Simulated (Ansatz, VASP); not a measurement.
**LiBr in VASP and in Ansatz**

```xyz
2
Lattice="0.0000 2.7182 2.7182 2.7182 0.0000 2.7182 2.7182 2.7182 0.0000" Properties=species:S:1:pos:R:3 pbc="T T T"
Li    0.0000    0.0000    0.0000
Br    2.7182    2.7182    2.7182
```

Alike in both runs: task single point; functional PBE; k mesh 10 × 10 × 10; occupations gaussian, width 0.05 eV; no spin polarisation.

|  | VASP | Ansatz |
| --- | --- | --- |
| version | VASP 6.6.1 | Ansatz 0.2.0 |
| potentials or method | VASP PAW PBE potentials, release 64 (Li_sv, Br), cutoff 750 eV | scalar-relativistic, plane waves, PAW |
| valence electrons in the cell | 10 | 10 |

```csv
,VASP,Ansatz,Ansatz less VASP
gap on the k mesh at the Fermi level (eV),5.10,5.09,-0.004
least direct gap on the mesh (eV),5.10,5.10,-0.004
pressure (GPa),1.1,1.1,+0.06
```

With one functional, cell and mesh, what is left measures potentials, basis and numerics.
